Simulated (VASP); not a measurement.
# Ge5P (I4/mmm) in VASP: notebook, part 2 of 2

VASP 6.6.1. The steps go on from the part before.

### 4 Relaxation of cell and atoms, PBE

The input, INCAR:

```
SYSTEM = Ge5P
ALGO = Normal ; EDIFF = 1E-6
EDIFFG = -0.04 ; ENCUT = 600
GGA = PE ; IBRION = 2
ISIF = 3 ; ISMEAR = 0
LASPH = .TRUE. ; LCHARG = .FALSE.
LREAL = .FALSE. ; LWAVE = .FALSE.
NELM = 100 ; NSW = 90
PREC = Accurate ; SIGMA = 0.1
```

The input, KPOINTS:

```
k-points
0
G
  4 4 4
  0 0 0
```

The input, POSCAR:

```
Ge5P
1.0
   -3.0960945800      3.0960945800      3.4069924600
    3.0960945800     -3.0960945800      3.4069924600
    3.0960945800      3.0960945800     -3.4069924600
Ge P
5 1
Direct
    0.7365215300      0.7365215300      0.4730430600
    0.2634784700      0.2634784700      0.5269569400
    0.7365215300      0.2634784700      0.0000000000
    0.2634784700      0.7365215300      0.0000000000
    0.5000000000      0.5000000000      0.0000000000
    0.0000000000      0.0000000000      0.0000000000
```

Potentials or basis: VASP PAW PBE potentials, release 64 (Ge_d, P).

Launch:

```bash
> cat potpaw_PBE.64/Ge_d/POTCAR potpaw_PBE.64/P/POTCAR > POTCAR
> mpirun -np 1 vasp_std > vasp.out
```

OUTCAR:

```text
SYSTEM = Ge5P
   EDIFF = 1E-6
   EDIFFG = -0.04
   ENCUT = 600
   GGA = PE
   IBRION = 2
   ISIF = 3
   ISMEAR = 0
   LASPH = .TRUE.
   LREAL = .FALSE.
   NELM = 100
   NSW = 90
   PREC = Accurate

 ion  position               nearest neighbor table
   1  0.737  0.737  0.473-   5 2.07   6 2.31
   2  0.263  0.263  0.527-   5 2.07   6 2.31
   3  0.737  0.263  0.000-   5 2.07   6 2.31
   4  0.263  0.737  0.000-   5 2.07   6 2.31
   5  0.500  0.500  0.000-   3 2.07   4 2.07   1 2.07   2 2.07
   6  0.000  0.000  0.000-   2 2.31   1 2.31   4 2.31   3 2.31

  LATTYP: Found a body centered tetragonal cell.
 ALAT       =     6.1921891600
 C/A-ratio  =     1.1004161443

  Lattice vectors:

 A1 = (  -3.0960945800,   3.0960945800,   3.4069924600)
 A2 = (   3.0960945800,  -3.0960945800,   3.4069924600)
 A3 = (   3.0960945800,   3.0960945800,  -3.4069924600)

Analysis of symmetry for initial positions (statically):
=====================================================================
 Subroutine PRICEL returns:
 Original cell was already a primitive cell.

 Routine SETGRP: Setting up the symmetry group for a
 body centered tetragonal supercell.

 Subroutine GETGRP returns: Found 16 space group operations
 (whereof 16 operations were pure point group operations)
 out of a pool of 16 trial point group operations.

The static configuration has the point symmetry D_4h.

Analysis of symmetry for dynamics (positions and initial velocities):
=====================================================================
 Subroutine PRICEL returns:
 Original cell was already a primitive cell.

 Routine SETGRP: Setting up the symmetry group for a
 body centered tetragonal supercell.

 Subroutine GETGRP returns: Found 16 space group operations
 (whereof 16 operations were pure point group operations)
 out of a pool of 16 trial point group operations.

The dynamic configuration has the point symmetry D_4h.

 Subroutine INISYM returns: Found 16 space group operations
 (whereof 16 operations are pure point group operations),
 and found     1 'primitive' translations

----------------------------------------------------------------------------------------

                                     Primitive cell

  volume of cell :     130.6350

  direct lattice vectors                    reciprocal lattice vectors
    -3.096094580  3.096094580  3.406992460     0.000000000  0.161493775  0.146757002
     3.096094580 -3.096094580  3.406992460     0.161493775  0.000000000  0.146757002
     3.096094580  3.096094580 -3.406992460     0.161493775  0.161493775  0.000000000

  length of vectors
     5.547900587  5.547900587  5.547900587     0.218215162  0.218215162  0.228386686

  position of ions in fractional coordinates (direct lattice)
     0.736521530  0.736521530  0.473043060
     0.263478470  0.263478470  0.526956940
     0.736521530  0.263478470  0.000000000
     0.263478470  0.736521530  0.000000000
     0.500000000  0.500000000  0.000000000
     0.000000000  0.000000000  0.000000000

  ion indices of the primitive-cell ions
   primitive index   ion index
                 1           1
                 2           2
                 3           3
                 4           4
                 5           5
                 6           6

----------------------------------------------------------------------------------------

 KPOINTS: k-points

Automatic generation of k-mesh.
 Grid dimensions read from file:
 generate k-points for:    4    4    4

 Generating k-lattice:

  Cartesian coordinates                     Fractional coordinates (reciprocal lattice)
     0.000000000  0.040373444  0.036689251     0.250000000  0.000000000  0.000000000
     0.040373444  0.000000000  0.036689251     0.000000000  0.250000000  0.000000000
     0.040373444  0.040373444  0.000000000     0.000000000  0.000000000  0.250000000

  Length of vectors
     0.054553790  0.054553790  0.057096672

  Shift w.r.t. Gamma in fractional coordinates (k-lattice)
     0.000000000  0.000000000  0.000000000

 Subroutine IBZKPT returns following result:
 ===========================================

 Found     13 irreducible k-points:

 Following reciprocal coordinates:
            Coordinates               Weight
  0.000000  0.000000  0.000000      1.000000
  0.250000 -0.000000  0.000000      8.000000
  0.500000 -0.000000  0.000000      4.000000
  0.250000  0.250000  0.000000      8.000000
  0.500000  0.250000  0.000000     16.000000
 -0.250000  0.250000  0.000000      4.000000
  0.500000  0.500000  0.000000      2.000000
  0.250000  0.250000  0.250000      2.000000
 -0.250000  0.250000  0.250000      4.000000
  0.500000  0.500000  0.250000      4.000000
 -0.250000  0.500000  0.250000      8.000000
 -0.250000 -0.250000  0.250000      2.000000
  0.500000  0.500000  0.500000      1.000000
   k-points           NKPTS =     13   k-points in BZ     NKDIM =     13   number of bands    NBANDS=     45
   number of dos      NEDOS =    301   number of ions     NIONS =      6
   total plane-waves  NPLWV = 110592
   dimension x,y,z NGX =    48 NGY =   48 NGZ =   48
   dimension x,y,z NGXF=    96 NGYF=   96 NGZF=   96
   ions per type =               5   1
   NGX,Y,Z   is equivalent  to a cutoff of  14.38, 14.38, 14.38 a.u.
   NGXF,Y,Z  is equivalent  to a cutoff of  28.77, 28.77, 28.77 a.u.
 SYSTEM =  Ge5P
   PREC   = accura    normal or accurate (medium, high low for compatibility)
   ISTART =      0    job   : 0-new  1-cont  2-samecut
   ICHARG =      2    charge: 1-file 2-atom 10-const
   ISPIN  =      1    spin polarized calculation?
   LNONCOLLINEAR =      F non collinear calculations
   LSORBIT =      F    spin-orbit coupling
   LASPH  =      T    aspherical Exc in radial PAW
   ENCUT  =  600.0 eV  44.10 Ry    6.64 a.u.  11.08 11.08 11.08*2*pi/ulx,y,z
   NELM   =    100;   NELMIN=  2; NELMDL= -5     # of ELM steps
   EDIFF  = 0.1E-05   stopping-criterion for ELM
   LREAL  =      F    real-space projection
   EDIFFG = -.4E-01   stopping-criterion for IOM
   NSW    =     90    number of steps for IOM
   IBRION =      2    ionic relax: 0-MD 1-quasi-New 2-CG
   NFREE  =      1    steps in history (QN), initial steepest desc. (CG)
   ISIF   =      3    stress and relaxation
   ISYM   =      2    0-nonsym 1-usesym 2-fastsym
   POTIM  = 0.5000    time-step for ionic-motion
   TEBEG  =    0.0;   TEEND  =   0.0 temperature during run
   PSTRESS=    0.0 pullay stress
   NELECT =      75.0000    total number of electrons
   NUPDOWN=      -1.0000    fix difference up-down
   EMIN   =  10.00;   EMAX   =-10.00  energy-range for DOS
   EFERMI =   0.00;   METHOD = LEGACY
   ISMEAR =     0;   SIGMA  =   0.10  broadening in eV -4-tet -1-fermi 0-gaus
   EFERMI_NEDOS =   21; number of points for ismear=-14 and -15
   IALGO  =     38    algorithm
   IMIX   =      4    mixing-type and parameters
     AMIX     =   0.40;   BMIX     =  1.00
     AMIX_MAG =   1.60;   BMIX_MAG =  1.00
  volume/ion in A,a.u.               =      21.77       146.93
  Fermi-wavevector in a.u.,A,eV,Ry     =   1.360636  2.571230 25.188889  1.851331
  Thomas-Fermi vector in A             =   2.487281
   LORBIT       =      0    0 simple, 1 ext, 2 COOP (PROOUT), +10 PAW based schemes
   GGA     = PE    functional components
   LHFCALC =     F    Hartree Fock is set to
   AEXX    =    0.0000 exact exchange contribution
   IVDW    =     0    specifies the selected vdW correction
   LEPSILON=     F    determine dielectric tensor
   LRPA    =     F    only Hartree local field effects (RPA)
 conjugate gradient relaxation of ions
 non-spin polarized calculation
 Gauss-broadening in eV      SIGMA  =   0.10
  energy-cutoff  :      600.00
  volume of cell :      130.64
 maximum number of plane-waves:      4413
 NGX is ok and might be reduce to    48
   NGX = 23   NGY = 23   NGZ = 23

--------------------------------------- Ionic step        1  -------------------------------------------

 number of electron      75.0000001 magnetization

 Free energy of the ion-electron system (eV)
  ---------------------------------------------------
  ext. energy  EPLUGINS =         0.00000000
  ---------------------------------------------------
  free energy    TOTEN  =       -18.58576318 eV

  energy without entropy =      -18.57147553  energy(sigma->0) =      -18.57861936

------------------------ aborting loop because EDIFF is reached ----------------------------------------

  FORCE on cell =-STRESS in cart. coord.  units (eV):
  Direction    XX          YY          ZZ          XY          YZ          ZX
  --------------------------------------------------------------------------------------
  -------------------------------------------------------------------------------------
  Total       29.0567461     29.0567461     -0.6978001      0.0000000      0.0000000      0.0000000
  in kB      356.3673922    356.3673922     -8.5581911      0.0000000      0.0000000      0.0000000
  external PRESSURE =     234.7255311 kB  Pullay stress =       0.0000000 kB
[... 735 lines left out ...]
     44      13.4881      0.00000
     45      13.4881      0.00000

[... ionic steps 4 to 13 ...]

--------------------------------------- Ionic step       14  -------------------------------------------

 number of electron      75.0000029 magnetization

 E-fermi :   4.6354     XC(G=0):  -9.7602
[... 706 lines left out ...]
--------------------------------------- Ionic step       16  -------------------------------------------

 number of electron      74.9999980 magnetization

 Free energy of the ion-electron system (eV)
  ---------------------------------------------------
  ext. energy  EPLUGINS =         0.00000000
  ---------------------------------------------------
  free energy    TOTEN  =       -25.02728866 eV

  energy without entropy =      -24.99575955  energy(sigma->0) =      -25.01152411

 E-fermi :   4.7835     XC(G=0):  -9.8447

 val. band max:        4.7698631041   @ k =   0.0000   0.0000   0.0000
 cond. band min:       4.7875785574   @ k =   0.2500   0.2500   0.2500
 fundamental gap:      0.0177154533
 Fermi energy:         4.7834895830
[... 655 lines left out ...]
  FREE ENERGIE OF THE ION-ELECTRON SYSTEM (eV)
  ---------------------------------------------------
  free  energy   TOTEN  =       -25.0272886648 eV

  energy  without entropy=      -24.9957595490  energy(sigma->0) =      -25.01152411

 reached required accuracy - stopping structural energy minimisation
```

Wall time 44 min (1 thread of Oxide Virtual Turin-like, shared host); peak memory 0.34 GiB.

Results:

```yaml
Free_energy: -25.0273 eV
Relaxed_volume: 23.03 Å³/atom
Relaxed_cell: a = 5.751 Å, b = 5.751 Å, c = 5.751 Å, α = 102.31°, β = 102.31°, γ = 125.01°
Space_group_after_relaxing_to_0.1_Å: I4/mmm (No. 139)
Pressure_after_relaxing: -0.1 GPa
Largest_force_after_relaxing: 0.009 eV/Å
Band_gap_on_the_k_mesh: zero (an odd number of electrons rules out a gap without spin polarisation)
```

Forces on the atoms (eV/Å):
```
Ge   0.006  0.006  0.000
Ge  -0.006 -0.006  0.000
Ge  -0.006  0.006  0.000
Ge   0.006 -0.006  0.000
Ge   0.000  0.000  0.000
P    0.000  0.000  0.000
```

Final structure:
```xyz
6
Lattice="-3.6072 3.6072 2.6551 3.6072 -3.6072 2.6551 3.6072 3.6072 -2.6551" Properties=species:S:1:pos:R:3 pbc="T T T"
Ge    1.8507    1.8507    2.6551
Ge    1.7566    1.7566    0.0000
Ge   -1.8507    1.8507    2.6551
Ge    1.8507   -1.8507    2.6551
Ge    0.0000    0.0000    2.6551
P     0.0000    0.0000    0.0000
```

Caveat: an odd number of electrons without spin polarisation forces a metal; a magnetic or distorted state may lie lower.

### 5 Single point, PBE

This run uses another cell than the first one, of 23.14 Å³/atom.

The input, INCAR:

```
SYSTEM = Ge5P
PREC = Accurate
ENCUT = 520
EDIFF = 1E-7
ISMEAR = 0
SIGMA = 0.1
LREAL = .FALSE.
LASPH = .TRUE.
NELM = 60
ALGO = Normal
ISIF = 2
LWAVE = .FALSE.
LCHARG = .FALSE.
GGA = PE
NBANDS = 46
```

The input, KPOINTS:

```
regular mesh
0
G
  10 10 10
  0 0 0
```

The input, POSCAR:

```
Ge5P
1.0
   -3.6529942134      3.6529942134      2.6005735872
    3.6529942134     -3.6529942134      2.6005735872
    3.6529942134      3.6529942134     -2.6005735872
Ge P
5 1
Direct
    0.7566865413      0.7566865413      0.5133730827
    0.2433134587      0.2433134587      0.4866269173
    0.7566865413      0.2433134587      0.0000000000
    0.2433134587      0.7566865413      0.0000000000
    0.5000000000      0.5000000000      0.0000000000
    0.0000000000      0.0000000000      0.0000000000
```

Potentials or basis: VASP PAW PBE potentials, release 64 (Ge_d, P).

Launch:

```bash
> cat potpaw_PBE.64/Ge_d/POTCAR potpaw_PBE.64/P/POTCAR > POTCAR
> mpirun -np 1 vasp_std > vasp.out
```

OUTCAR:

```text
SYSTEM = Ge5P
   PREC = Accurate
   ENCUT = 520
   EDIFF = 1E-7
   ISMEAR = 0
   LREAL = .FALSE.
   LASPH = .TRUE.
   NELM = 60
   ISIF = 2
   GGA = PE

 ion  position               nearest neighbor table
   1  0.757  0.757  0.513-   6 2.51   2 2.60   2 2.60   5 2.65
   2  0.243  0.243  0.487-   6 2.51   1 2.60   1 2.60   5 2.65
   3  0.757  0.243  0.000-   6 2.51   4 2.60   4 2.60   5 2.65
   4  0.243  0.757  0.000-   6 2.51   3 2.60   3 2.60   5 2.65
   5  0.500  0.500  0.000-   6 2.60   6 2.60   3 2.65   4 2.65   2 2.65   1 2.65
   6  0.000  0.000  0.000-   1 2.51   2 2.51   3 2.51   4 2.51   5 2.60   5 2.60

[... 1384 lines left out ...]
  Total       -0.0204450     -0.0204450     -0.0099221      0.0000000      0.0000000      0.0000000
  in kB       -0.2359774     -0.2359774     -0.1145215      0.0000000      0.0000000      0.0000000
  external PRESSURE =      -0.1954921 kB  Pullay stress =       0.0000000 kB

 VOLUME and BASIS-vectors are now :
 -----------------------------------------------------------------------------
  energy-cutoff  :      520.00
  volume of cell :      138.81
      direct lattice vectors                 reciprocal lattice vectors
    -3.652994213  3.652994213  2.600573587     0.000000000  0.136874019  0.192265277
     3.652994213 -3.652994213  2.600573587     0.136874019  0.000000000  0.192265277
     3.652994213  3.652994213 -2.600573587     0.136874019  0.136874019  0.000000000

 POSITION                                       TOTAL-FORCE (eV/Angst)
 -----------------------------------------------------------------------------------
      1.87535      1.87535      2.60057         0.001574      0.001574     -0.000000
      1.77765      1.77765      0.00000        -0.001574     -0.001574      0.000000
     -1.87535      1.87535      2.60057        -0.001574      0.001574     -0.000000
      1.87535     -1.87535      2.60057         0.001574     -0.001574      0.000000
      0.00000      0.00000      2.60057         0.000000     -0.000000      0.000000
      0.00000      0.00000      0.00000        -0.000000      0.000000      0.000000
 -----------------------------------------------------------------------------------
    total drift:                               -0.000000     -0.000000      0.000000

  FREE ENERGIE OF THE ION-ELECTRON SYSTEM (eV)
  ---------------------------------------------------
  free  energy   TOTEN  =       -25.1125667900 eV

  energy  without entropy=      -25.0982386332  energy(sigma->0) =      -25.10540271
```

Run time: 27 min. Hardware: 1 thread of Oxide Virtual Turin-like, shared host; peak memory 0.6 GiB.

What came out:

```yaml
Free_energy: -25.1126 eV
Pressure: 0.0 GPa
Band_gap_on_the_k_mesh: zero (an odd number of electrons rules out a gap without spin polarisation)
```

Forces on the atoms (eV/Å):
```
Ge   0.002  0.002  0.000
Ge  -0.002 -0.002  0.000
Ge  -0.002  0.002  0.000
Ge   0.002 -0.002  0.000
Ge   0.000  0.000  0.000
P    0.000  0.000  0.000
```

Caveat: an odd number of electrons without spin polarisation forces a metal; a magnetic or distorted state may lie lower.

### 6 Overview

```tsv
task	cell	k mesh	cutoff (eV)	gap on the mesh (eV)	pressure (GPa)	largest force (eV/Å)
single point	a = 5.548 Å, angles 112.2, 112.2, 104.2°, 6 atoms, atomic positions A	4 × 4 × 4	520	none	23.4	5.54
single point	a = 5.745 Å, angles 102.4, 102.4, 124.8°, 6 atoms, atomic positions B	4 × 4 × 4	520	none	0.0	0.01
relaxation of cell and atoms	relaxed from a = 5.548 Å, angles 112.2, 112.2, 104.2°, 6 atoms, atomic positions A	4 × 4 × 4	600	none	-0.1	0.01
single point	a = 5.784 Å, angles 101.7, 101.7, 126.6°, 6 atoms, atomic positions C	10 × 10 × 10	520	none	0.0	-
```

Alike in all rows: level PBE; potentials or basis VASP PAW PBE potentials, release 64 (Ge_d, P); no spin polarisation; smearing gaussian 0.1 eV.

Caveats: some runs use coarse meshes; an odd number of electrons without spin polarisation forces a metal; a magnetic or distorted state may lie lower; the stress differs along the axes, from -1 to 36 GPa (at least some runs).

Total energies depend on the potentials used, so only differences within one code and one set of settings carry meaning.

The gap in the log of VASP goes by the Fermi energy; the results here count the filled bands.